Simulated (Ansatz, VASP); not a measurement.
Two plane-wave programs on Ge

```
CELL_PARAMETERS angstrom
4.77273 0.00000 0.00000
-2.38636 4.13331 0.00000
0.00000 0.00000 2.92568
ATOMIC_POSITIONS crystal
Ge 0.00000 0.00000 0.00000
Ge 0.33333 0.66667 0.50000
Ge 0.66667 0.33333 0.50000
```

Alike in both runs: task relaxation of cell and atoms; functional LDA; k mesh 8 × 8 × 11; occupations fermi-dirac, width 0.1 eV; no spin polarisation.

|  | VASP | Ansatz |
| --- | --- | --- |
| version | VASP 6.6.1 | Ansatz 0.2.0 |
| potentials or method | VASP PAW LDA potentials, release 64 (Ge_d), cutoff 600 eV | plane waves (420 eV) with PAW, scalar-relativistic |
| valence electrons in the cell | 42 | 42 |

Ansatz gave:

```
relaxed volume (Å³/atom)                                     : 17.98
relaxed cell length with the largest relative difference (Å) : 4.795
```

**Question.** Which values does VASP return?

**Answer.** Relaxed volume (Å³/atom): 18.00; relaxed cell length with the largest relative difference (Å): 4.797.

Ansatz warns that its potentials were made for another functional, while VASP's fit it. LDA's correlation is that of Perdew and Zunger in VASP and of Perdew and Wang (1992) in Ansatz.
